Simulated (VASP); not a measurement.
# SiMo3 (P4_2/mmc) in VASP: a series of runs

Runs on SiMo3. Level: PBE. Tasks: single point.

Program: VASP 6.6.1. These are calculated values, not measurements. Logs are shortened: lines on timing, memory, paths and dates and some standing lists are left out, and cuts for length are marked.

**1. The cell of the first run**

It takes space group P4_2/mmc (No. 131, tetragonal). Conventional cell: a = 4.980 Å, b = 4.980 Å, c = 4.906 Å, α = 90.00°, β = 90.00°, γ = 90.00°. Within 3.6 Å of Si (site symmetry mmm) lie 12 Mo at 2.75 to 2.78 Å. Mo (site symmetry m2m) has 10 Mo at 2.49 to 3.04 Å and 4 Si at 2.75 to 2.78 Å within 3.3 Å. Within 3.2 Å of Mo (site symmetry -4m2) lie 10 Mo at 2.45 to 3.04 Å and 4 Si at 2.78 Å.

**2. Single point, PBE (strain +0.0150 x Voigt [1, 1, 0, 0, 0, 0])**

The input, INCAR:

```
ALGO = Fast
EDIFF = 1E-6
ENCUT = 520
GGA = PE
ISIF = 2
ISMEAR = 0
LASPH = T
LCHARG = F
LREAL = F
LWAVE = F
NBANDS = 56
NELM = 60
PREC = Accurate
SIGMA = 0.15
```

The input, KPOINTS:

```
k-points
0
Gamma
  8 8 8
```

The input, POSCAR:

```
SiMo3
1.0
    4.9800503200      0.0000000000      0.0000000000
    0.0000000000      4.9800503200      0.0000000000
    0.0000000000      0.0000000000      4.9064535172
Si Mo
2 6
Direct
    0.0000000000      0.0000000000      0.0000000000
    0.5000000000      0.5000000000      0.5000000000
    0.2500000000      0.0000000000      0.5000000000
    0.5000000000      0.7500000000      0.0000000000
    0.7500000000      0.0000000000      0.5000000000
    0.5000000000      0.2500000000      0.0000000000
    0.0000000000      0.5000000000      0.7500000000
    0.0000000000      0.5000000000      0.2500000000
```

Potentials or basis: VASP PAW PBE potentials, release 64 (Si, Mo_sv).

Launch:

```console
cat potpaw_PBE.64/Si/POTCAR potpaw_PBE.64/Mo_sv/POTCAR > POTCAR
mpirun -np 1 vasp_std > vasp.out
```

OUTCAR:

```text
EDIFF = 1E-6
   ENCUT = 520
   GGA = PE
   ISIF = 2
   ISMEAR = 0
   LASPH = T
   LREAL = F
   NELM = 60
   PREC = Accurate

 ion  position               nearest neighbor table
   1  0.000  0.000  0.000-   3 2.75   5 2.75   3 2.75   5 2.75   7 2.78   8 2.78   7 2.78   8 2.78
                             4 2.78   6 2.78   4 2.78   6 2.78
   2  0.500  0.500  0.500-   4 2.75   6 2.75   4 2.75   6 2.75   7 2.78   8 2.78   7 2.78   8 2.78
                             3 2.78   5 2.78   5 2.78   3 2.78
   3  0.250  0.000  0.500-   5 2.49   5 2.49   1 2.75   1 2.75   2 2.78   2 2.78   4 3.02   6 3.02
                             6 3.02   4 3.02   8 3.04   7 3.04   8 3.04   7 3.04
   4  0.500  0.750  0.000-   6 2.49   6 2.49   2 2.75   2 2.75   1 2.78   1 2.78   3 3.02   5 3.02
                             3 3.02   5 3.02   8 3.04   7 3.04   7 3.04   8 3.04
   5  0.750  0.000  0.500-   3 2.49   3 2.49   1 2.75   1 2.75   2 2.78   2 2.78   4 3.02   6 3.02
                             6 3.02   4 3.02   8 3.04   7 3.04   8 3.04   7 3.04
   6  0.500  0.250  0.000-   4 2.49   4 2.49   2 2.75   2 2.75   1 2.78   1 2.78   3 3.02   5 3.02
                             5 3.02   3 3.02   8 3.04   7 3.04   7 3.04   8 3.04
   7  0.000  0.500  0.750-   8 2.45   8 2.45   1 2.78   2 2.78   1 2.78   2 2.78   3 3.04   4 3.04
                             5 3.04   3 3.04   5 3.04   6 3.04   4 3.04   6 3.04
   8  0.000  0.500  0.250-   7 2.45   7 2.45   1 2.78   2 2.78   1 2.78   2 2.78   3 3.04   4 3.04
                             5 3.04   3 3.04   5 3.04   6 3.04   4 3.04   6 3.04

  LATTYP: Found a simple tetragonal cell.
 ALAT       =     4.9800503200
 C/A-ratio  =     0.9852216749

  Lattice vectors:

 A1 = (   4.9800503200,   0.0000000000,   0.0000000000)
 A2 = (   0.0000000000,   4.9800503200,   0.0000000000)
 A3 = (   0.0000000000,   0.0000000000,   4.9064535172)

Analysis of symmetry for initial positions (statically):
=====================================================================
 Subroutine PRICEL returns:
 Original cell was already a primitive cell.

 Routine SETGRP: Setting up the symmetry group for a
 simple tetragonal supercell.

 Subroutine GETGRP returns: Found 16 space group operations
 (whereof  8 operations were pure point group operations)
 out of a pool of 16 trial point group operations.

The static configuration has the point symmetry D_2h.
 The point group associated with its full space group is D_4h.

Analysis of symmetry for dynamics (positions and initial velocities):
=====================================================================
 Subroutine PRICEL returns:
 Original cell was already a primitive cell.

 Routine SETGRP: Setting up the symmetry group for a
 simple tetragonal supercell.

 Subroutine GETGRP returns: Found 16 space group operations
 (whereof  8 operations were pure point group operations)
 out of a pool of 16 trial point group operations.

The dynamic configuration has the point symmetry D_2h.
 The point group associated with its full space group is D_4h.

 Subroutine INISYM returns: Found 16 space group operations
 (whereof  8 operations are pure point group operations),
 and found     1 'primitive' translations

----------------------------------------------------------------------------------------

                                     Primitive cell

  volume of cell :     121.6845

  direct lattice vectors                    reciprocal lattice vectors
     4.980050320  0.000000000  0.000000000     0.200801184  0.000000000  0.000000000
     0.000000000  4.980050320  0.000000000     0.000000000  0.200801184  0.000000000
     0.000000000  0.000000000  4.906453517     0.000000000  0.000000000  0.203813202

  length of vectors
     4.980050320  4.980050320  4.906453517     0.200801184  0.200801184  0.203813202

  position of ions in fractional coordinates (direct lattice)
     0.000000000  0.000000000  0.000000000
     0.500000000  0.500000000  0.500000000
     0.250000000  0.000000000  0.500000000
     0.500000000  0.750000000  0.000000000
     0.750000000  0.000000000  0.500000000
     0.500000000  0.250000000  0.000000000
     0.000000000  0.500000000  0.750000000
     0.000000000  0.500000000  0.250000000

  ion indices of the primitive-cell ions
   primitive index   ion index
                 1           1
                 2           2
                 3           3
                 4           4
                 5           5
                 6           6
                 7           7
                 8           8

----------------------------------------------------------------------------------------

 KPOINTS: k-points

Automatic generation of k-mesh.
 Grid dimensions read from file:
 generate k-points for:    8    8    8

 Generating k-lattice:

  Cartesian coordinates                     Fractional coordinates (reciprocal lattice)
     0.025100148  0.000000000  0.000000000     0.125000000  0.000000000  0.000000000
     0.000000000  0.025100148  0.000000000     0.000000000  0.125000000  0.000000000
     0.000000000  0.000000000  0.025476650     0.000000000  0.000000000  0.125000000

  Length of vectors
     0.025100148  0.025100148  0.025476650

  Shift w.r.t. Gamma in fractional coordinates (k-lattice)
     0.000000000  0.000000000  0.000000000

 Subroutine IBZKPT returns following result:
 ===========================================

 Found     75 irreducible k-points:

 Following reciprocal coordinates:
            Coordinates               Weight
  0.000000  0.000000  0.000000      1.000000
  0.125000  0.000000  0.000000      4.000000
  0.250000  0.000000  0.000000      4.000000
  0.375000  0.000000  0.000000      4.000000
  0.500000  0.000000  0.000000      2.000000
  0.125000  0.125000  0.000000      4.000000
[... 16 lines left out ...]
  0.375000  0.125000  0.125000     16.000000
  0.500000  0.125000  0.125000      8.000000
 [... further k-points ...]
   k-points           NKPTS =     75   k-points in BZ     NKDIM =     75   number of bands    NBANDS=     56
   number of dos      NEDOS =    301   number of ions     NIONS =      8
   total plane-waves  NPLWV =  57600
   dimension x,y,z NGX =    40 NGY =   40 NGZ =   36
   dimension x,y,z NGXF=    80 NGYF=   80 NGZF=   72
   ions per type =               2   6
   NGX,Y,Z   is equivalent  to a cutoff of  13.35, 13.35, 12.20 a.u.
   NGXF,Y,Z  is equivalent  to a cutoff of  26.71, 26.71, 24.40 a.u.
 SYSTEM =  unknown system
   PREC   = accura    normal or accurate (medium, high low for compatibility)
   ISTART =      0    job   : 0-new  1-cont  2-samecut
   ICHARG =      2    charge: 1-file 2-atom 10-const
   ISPIN  =      1    spin polarized calculation?
   LNONCOLLINEAR =      F non collinear calculations
   LSORBIT =      F    spin-orbit coupling
   LASPH  =      T    aspherical Exc in radial PAW
   ENCUT  =  520.0 eV  38.22 Ry    6.18 a.u.   9.26  9.26  9.12*2*pi/ulx,y,z
   NELM   =     60;   NELMIN=  2; NELMDL= -5     # of ELM steps
   EDIFF  = 0.1E-05   stopping-criterion for ELM
   LREAL  =      F    real-space projection
   EDIFFG = 0.1E-04   stopping-criterion for IOM
   NSW    =      0    number of steps for IOM
   IBRION =     -1    ionic relax: 0-MD 1-quasi-New 2-CG
   NFREE  =      0    steps in history (QN), initial steepest desc. (CG)
   ISIF   =      2    stress and relaxation
   ISYM   =      2    0-nonsym 1-usesym 2-fastsym
   POTIM  = 0.5000    time-step for ionic-motion
   TEBEG  =    0.0;   TEEND  =   0.0 temperature during run
   PSTRESS=    0.0 pullay stress
   NELECT =      92.0000    total number of electrons
   NUPDOWN=      -1.0000    fix difference up-down
   EMIN   =  10.00;   EMAX   =-10.00  energy-range for DOS
   EFERMI =   0.00;   METHOD = LEGACY
   ISMEAR =     0;   SIGMA  =   0.15  broadening in eV -4-tet -1-fermi 0-gaus
   EFERMI_NEDOS =   21; number of points for ismear=-14 and -15
   IALGO  =     68    algorithm
   IMIX   =      4    mixing-type and parameters
     AMIX     =   0.40;   BMIX     =  1.00
     AMIX_MAG =   1.60;   BMIX_MAG =  1.00
  volume/ion in A,a.u.               =      15.21       102.65
  Fermi-wavevector in a.u.,A,eV,Ry     =   1.491394  2.818326 30.262841  2.224256
  Thomas-Fermi vector in A             =   2.604055
   LORBIT       =      0    0 simple, 1 ext, 2 COOP (PROOUT), +10 PAW based schemes
   GGA     = PE    functional components
   LHFCALC =     F    Hartree Fock is set to
   AEXX    =    0.0000 exact exchange contribution
   IVDW    =     0    specifies the selected vdW correction
   LEPSILON=     F    determine dielectric tensor
   LRPA    =     F    only Hartree local field effects (RPA)
 non-spin polarized calculation
 RMM-DIIS sequential band-by-band and
 Gauss-broadening in eV      SIGMA  =   0.15
  energy-cutoff  :      520.00
  volume of cell :      121.68
 maximum number of plane-waves:      3304
 NGX is ok and might be reduce to    40
   NGX = 19   NGY = 19   NGZ = 19

 number of electron      92.0000004 magnetization

 Free energy of the ion-electron system (eV)
  ---------------------------------------------------
  ext. energy  EPLUGINS =         0.00000000
  ---------------------------------------------------
  free energy    TOTEN  =       -78.92661212 eV

  energy without entropy =      -78.87648226  energy(sigma->0) =      -78.90154719

 E-fermi :  12.1394     XC(G=0): -12.8968

 val. band max:       12.1391166512   @ k =   0.5000   0.1250   0.1250
 cond. band min:      12.1415857335   @ k =   0.2500   0.0000   0.5000
 fundamental gap:      0.0024690823
 Fermi energy:        12.1394329030

 k-point     1 :       0.0000    0.0000    0.0000
  band No.  band energies     occupation
      1     -49.1349      2.00000
      2     -49.0465      2.00000
      3     -49.0215      2.00000
      4     -48.7519      2.00000
      5     -48.7519      2.00000
      6     -48.7377      2.00000
[... 1405 lines left out ...]
     55      14.4867      0.00000
     56      14.6353      0.00000

 [... further k-points ...]

------------------------ aborting loop because EDIFF is reached ----------------------------------------

  FORCE on cell =-STRESS in cart. coord.  units (eV):
  Direction    XX          YY          ZZ          XY          YZ          ZX
  --------------------------------------------------------------------------------------
  -------------------------------------------------------------------------------------
  Total       -6.0418496     -6.0418496     -2.6249150     -0.0000000      0.0000000      0.0000000
  in kB      -79.5509453    -79.5509453    -34.5613487     -0.0000000      0.0000000      0.0000000
  external PRESSURE =     -64.5544131 kB  Pullay stress =       0.0000000 kB

 VOLUME and BASIS-vectors are now :
 -----------------------------------------------------------------------------
  energy-cutoff  :      520.00
  volume of cell :      121.68
      direct lattice vectors                 reciprocal lattice vectors
     4.980050320  0.000000000  0.000000000     0.200801184  0.000000000  0.000000000
     0.000000000  4.980050320  0.000000000     0.000000000  0.200801184  0.000000000
     0.000000000  0.000000000  4.906453517     0.000000000  0.000000000  0.203813202

 POSITION                                       TOTAL-FORCE (eV/Angst)
 -----------------------------------------------------------------------------------
      0.00000      0.00000      0.00000        -0.000000     -0.000000      0.000000
      2.49003      2.49003      2.45323        -0.000000     -0.000000      0.000000
      1.24501      0.00000      2.45323        -0.023802     -0.000000      0.000000
      2.49003      3.73504      0.00000        -0.000000     -0.023802     -0.000000
      3.73504      0.00000      2.45323         0.023802     -0.000000      0.000000
      2.49003      1.24501      0.00000        -0.000000      0.023802      0.000000
      0.00000      2.49003      3.67984        -0.000000     -0.000000     -0.000000
      0.00000      2.49003      1.22661        -0.000000     -0.000000      0.000000
 -----------------------------------------------------------------------------------
    total drift:                                0.000000     -0.000000      0.000000

  FREE ENERGIE OF THE ION-ELECTRON SYSTEM (eV)
  ---------------------------------------------------
  free  energy   TOTEN  =       -78.9266121186 eV

  energy  without entropy=      -78.8764822643  energy(sigma->0) =      -78.90154719
```

Run time: 13 min. Hardware: 1 thread of Oxide Virtual Turin-like, shared host; peak memory 0.44 GiB.

Results:

| Quantity | Value |
| --- | --- |
| Free energy | -78.9266 eV |
| Pressure | -6.5 GPa |
| Largest force | 0.024 eV/Å |
| Band gap on the k mesh | zero (bands 46 and 47 overlap by 2.26 eV) |

Forces on the atoms (eV/Å):
```
Si   0.000  0.000  0.000
Si   0.000  0.000  0.000
Mo  -0.024  0.000  0.000
Mo   0.000 -0.024  0.000
Mo   0.024  0.000  0.000
Mo   0.000  0.024  0.000
Mo   0.000  0.000  0.000
Mo   0.000  0.000  0.000
```

Levels at points of the mesh, in eV from the Fermi level:
```csv
k point,band 42,band 43,band 44,band 45,band 46,band 47,band 48,band 49,band 50,band 51
"(0.00, 0.00, 0.00)",-2.03,-1.52,-1.47,1.16,1.16,1.22,1.81,2.18,2.28,2.46
"(0.50, 0.00, 0.00)",-2.27,-1.70,-1.66,0.16,0.23,0.90,0.92,1.39,1.48,1.53
"(0.50, 0.50, 0.00)",-1.16,-1.00,-0.89,-0.89,-0.70,-0.60,-0.41,-0.12,0.24,0.90
"(0.00, 0.00, 0.50)",-2.32,-1.63,-1.63,0.19,0.19,0.87,0.87,1.36,1.36,1.48
"(0.50, 0.00, 0.50)",-1.13,-1.04,-0.87,-0.83,-0.81,-0.66,-0.45,-0.15,0.18,0.81
"(0.50, 0.50, 0.50)",-1.62,-1.25,-1.25,-1.22,-1.22,-1.11,-1.11,1.17,1.17,1.19
```

Caveat: the cell differs from its parent crystal (strain +0.0150 x Voigt [1, 1, 0, 0, 0, 0]); the cell stands under tension.

**3. Single point, PBE (strain +0.0300 x Voigt [1, 1, 0, 0, 0, 0])**

The input, INCAR:

```
  ALGO = Fast
  EDIFF = 1E-6
  ENCUT = 520
  GGA = PE
  ISIF = 2
  ISMEAR = 0
  LASPH = True
  LCHARG = False
  LREAL = False
  LWAVE = False
  NBANDS = 56
  NELM = 100
  PREC = Accurate
  SIGMA = 0.15
```

KPOINTS is that of step 2.

POSCAR: that of step 2 with these lines changed.

```diff
@@ -2,4 +2,4 @@
 1.0
-    4.9800503200      0.0000000000      0.0000000000
-    0.0000000000      4.9800503200      0.0000000000
+    5.0536471227      0.0000000000      0.0000000000
+    0.0000000000      5.0536471227      0.0000000000
     0.0000000000      0.0000000000      4.9064535172
```

Potentials or basis: VASP PAW PBE potentials, release 64 (Si, Mo_sv).

Launch:

```console
cat potpaw_PBE.64/Si/POTCAR potpaw_PBE.64/Mo_sv/POTCAR > POTCAR
mpirun -np 1 vasp_std > vasp.out
```

It took 13 min on 1 thread of Oxide Virtual Turin-like, shared host; peak memory 0.45 GiB.

It converged, with:

```
Free energy            : -78.6657 eV
Pressure               : -12.3 GPa
Largest force          : 0.047 eV/Å
Band gap on the k mesh : zero (bands 46 and 47 overlap by 2.11 eV)
```

Forces in eV/Å, atoms in the order of the input:
```
Si   0.000  0.000  0.000
Si   0.000  0.000  0.000
Mo  -0.047  0.000  0.000
Mo   0.000 -0.047  0.000
Mo   0.047  0.000  0.000
Mo   0.000  0.047  0.000
Mo   0.000  0.000  0.000
Mo   0.000  0.000  0.000
```

Stress tensor (GPa, compression positive):
```
-15.04   0.00   0.00
  0.00 -15.04   0.00
  0.00   0.00  -6.90
```

Levels at points of the mesh, in eV from the Fermi level:
```
           k point  band 42  band 43  band 44  band 45  band 46  band 47  band 48  band 49  band 50  band 51
(0.00, 0.00, 0.00)    -1.92    -1.49    -1.39     1.09     1.09     1.20     1.63     2.04     2.23     2.30
(0.50, 0.00, 0.00)    -2.13    -1.69    -1.64     0.10     0.25     0.88     0.92     1.30     1.40     1.57
(0.50, 0.50, 0.00)    -1.10    -0.90    -0.89    -0.89    -0.61    -0.51    -0.35    -0.11     0.25     0.94
(0.00, 0.00, 0.50)    -2.23    -1.56    -1.56     0.16     0.16     0.82     0.82     1.25     1.25     1.40
(0.50, 0.00, 0.50)    -1.04    -0.99    -0.87    -0.86    -0.75    -0.64    -0.42    -0.16     0.13     0.78
(0.50, 0.50, 0.50)    -1.53    -1.29    -1.29    -1.22    -1.22    -1.02    -1.02     1.10     1.10     1.14
```

Caveat: the cell differs from its parent crystal (strain +0.0300 x Voigt [1, 1, 0, 0, 0, 0]); the stress differs along the axes, from -15 to -7 GPa.
